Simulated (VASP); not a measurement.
Here is a VASP 6.6.1 calculation.

File INCAR:

```
PREC = Accurate
ENCUT = 600
EDIFF = 1E-6
ISMEAR = 0
SIGMA = 0.1
LREAL = F
LASPH = T
NELM = 100
ALGO = Fast
ISIF = 3
LWAVE = F
LCHARG = F
GGA = PE
IBRION = 2
NSW = 80
EDIFFG = -0.003
```

The input KPOINTS:

```
Automatic mesh
0
Gamma
  36 36 36
```

POSCAR

```
Cu
1.0
    0.0000000000      1.8150000000      1.8150000000
    1.8150000000      0.0000000000      1.8150000000
    1.8150000000      1.8150000000      0.0000000000
Cu
1
Direct
    0.0000000000      0.0000000000      0.0000000000
```

Potentials or basis: VASP PAW PBE potentials, release 64 (Cu).

The run is started by

```console
$ cat potpaw_PBE.64/Cu/POTCAR > POTCAR
$ mpirun -np 1 vasp_std > vasp.out
```

(1) Estimate the relaxed volume.

(2) What does it give for the space group after relaxing (to 0.05 Å)?

(3) Predict the relaxed cell.

Answers

(1) 12.01 Å³/atom.

(2) Fm-3m (No. 225).

(3) a = 2.570 Å, b = 2.570 Å, c = 2.570 Å, α = 60.00°, β = 60.00°, γ = 60.00°.
